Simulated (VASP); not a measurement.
Here is a VASP 6.6.1 calculation.

Contents of INCAR:

```
SYSTEM = Ge
PREC = Accurate
ENCUT = 520
EDIFF = 1E-6
ISMEAR = -1
SIGMA = 0.1
LREAL = .False.
LASPH = .True.
NELM = 100
ALGO = Normal
ISIF = 2
LWAVE = .False.
LCHARG = .True.
GGA = PE
LELF = .True.
LVHAR = .True.
NBANDS = 21
```

File KPOINTS:

```
Automatic mesh
0
Gamma
  18 18 18
  0 0 0
```

The input POSCAR:

```
Ge
1.0
   -2.4825491755      2.4825491755      1.3598015795
    2.4825491755     -2.4825491755      1.3598015795
    2.4825491755      2.4825491755     -1.3598015795
Ge
2
Direct
    0.2500000000      0.7500000000      0.5000000000
    0.5000000000      0.5000000000      0.0000000000
```

Potentials or basis: VASP PAW PBE potentials, release 64 (Ge_d).

Command:

```console
$ cat potpaw_PBE.64/Ge_d/POTCAR > POTCAR
$ mpirun -np 1 vasp_std > vasp.out
```

(1) What does it give for the pressure?

(2) What does it give for the band gap on the k mesh?

## Answers

(1) 13.3 GPa.

(2) zero (band 14 reaches 10.03 eV, above the bottom of band 15 at 3.96 eV).
